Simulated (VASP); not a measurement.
## Pt: relaxation of cell and atoms with RPBE

Crystal: Pt.

```
Pt
1.0
     0.00000    1.96090    1.96090
     1.96090    0.00000    1.96090
     1.96090    1.96090    0.00000
Pt
1
Direct
  0.00000 0.00000 0.00000
```

- Program: VASP 6.6.1
- Task: relaxation of cell and atoms
- Functional: RPBE
- Potentials or basis: VASP PAW PBE potentials, release 64 (Pt)
- Cutoff: 600 eV
- k mesh: 13 × 13 × 13
- Occupations: fermi-dirac, width 0.1 eV
- Spin: no spin polarisation
- Dipole correction: no
- Further INCAR settings: ALGO = Normal; EDIFF = 1e-06; IBRION = 2; EDIFFG = -0.05; NSW = 80; ISIF = 3

```json
{
 "Relaxed volume": "15.91 Å³/atom",
 "Relaxed cell": "a = 2.823 Å, b = 2.823 Å, c = 2.823 Å, α = 60.00°, β = 60.00°, γ = 60.00°",
 "Space group after relaxing (to 0.05 Å)": "Fm-3m (No. 225)",
 "Energy gained by relaxing": "34.5 meV/atom",
 "Ionic steps": "4",
 "Pressure after relaxing": "-0.1 GPa",
 "Band gap on the k mesh": "zero (band 5 reaches 10.72 eV, above the bottom of band 6 at 8.74 eV)"
}
```

Step by step:
```tsv
step	energy change (eV)	largest force (eV/Å)	pressure (GPa)	volume (Å³)
1	0.0000	0.0000	14.20	15.08
2	0.1393	0.0000	-20.93	18.19
3	-0.0344	0.0000	-0.62	15.95
4	-0.0345	0.0000	-0.07	15.91
```

Final structure:
```
CELL_PARAMETERS angstrom
0.00000 1.99632 1.99632
1.99632 0.00000 1.99632
1.99632 1.99632 0.00000
ATOMIC_POSITIONS crystal
Pt 0.00000 0.00000 0.00000
```

Levels at points of the mesh, in eV from the Fermi level:
```tsv
k point	band 2	band 3	band 4	band 5	band 6	band 7	band 8	band 9
(0.00, 0.00, 0.00)	-3.46	-3.46	-3.46	-1.50	-1.50	14.76	19.45	19.45
```

Wall time 53 s on 1 thread of Intel Xeon 8259CL, with other jobs on the host, peak memory 0.15 GiB.

Caveat: the PAW data sets were made with another functional, which shifts forces and pressure a little; spin-orbit coupling is left out, which moves the levels of the heavy elements. RPBE and its kin give volumes clearly too large for solids.
